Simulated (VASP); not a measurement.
**C17O: single point with PBE+D3(BJ)**

The system is C17O, a slab with vacuum.

```
C O
1.0
     4.92989    0.00000    0.00000
    -0.00815    4.41330    0.00000
     0.00000    0.00000   23.66503
C O
17 1
Direct
  0.37457 0.74054 0.16903
  0.87457 0.74054 0.16903
  0.12440 0.63660 0.19201
  0.62440 0.63660 0.19201
  0.12405 0.42910 0.23805
  0.62405 0.42910 0.23805
  0.37388 0.32516 0.26103
  0.87388 0.32516 0.26103
  0.37353 0.11265 0.30707
  0.87353 0.11265 0.30707
  0.12336 0.00729 0.32900
  0.62336 0.00729 0.32900
  0.12299 0.78105 0.37481
  0.62299 0.78105 0.37481
  0.37283 0.68268 0.39362
  0.87283 0.68268 0.39362
  0.74783 0.18268 0.57744
  0.74783 0.18268 0.52884
```

```json
{"Program": "VASP 6.6.1", "Task": "single point", "Functional": "PBE", "Dispersion": "D3(BJ)", "Potentials or basis": "VASP PAW PBE potentials, release 64 (C, O)", "Cutoff": "520 eV", "k mesh": "6 × 6 × 1", "Occupations": "gaussian, width 0.05 eV", "Spin": "no spin polarisation"}
```

* Largest force: 2.958 eV/Å
* Band gap on the k mesh: zero (bands 37 and 38 overlap by 0.03 eV)
* Dispersion energy per atom: -0.108 eV

Forces in eV/Å, atoms in the order of the input:
```
C   -0.001 -1.161  1.520
C    0.001 -1.162  1.520
C   -0.003  1.859 -2.297
C   -0.004  1.861 -2.299
C    0.003 -0.845  0.994
C    0.003 -0.845  0.994
C    0.000  0.158 -0.218
C    0.000  0.158 -0.218
C   -0.001 -0.028  0.010
C    0.005 -0.026  0.009
C   -0.001  0.040 -0.036
C    0.005  0.035 -0.030
C   -0.010 -0.014  0.029
C   -0.010 -0.034  0.050
C   -0.002 -0.007  0.023
C    0.011  0.012  0.003
C    0.004  0.005 -0.745
O   -0.002 -0.006  0.690
```

Levels at points of the mesh, in eV from the Fermi level:
```tsv
k point	band 35	band 36	band 37	band 38	band 39	band 40
(0.00, 0.00, 0.00)	-0.55	-0.31	-0.09	0.28	0.57	1.06
(0.50, 0.00, 0.00)	-1.83	-0.16	-0.16	-0.01	-0.01	2.63
(0.00, 0.50, 0.00)	-0.53	-0.31	-0.03	0.37	0.44	1.00
(0.50, 0.50, 0.00)	-0.99	-0.10	-0.10	0.03	0.03	2.25
```

Run time: 18 min on 1 thread of Intel(R) Xeon(R) Platinum 8488C (Sapphire Rapids), on a shared host, peak memory 0.73 GiB.
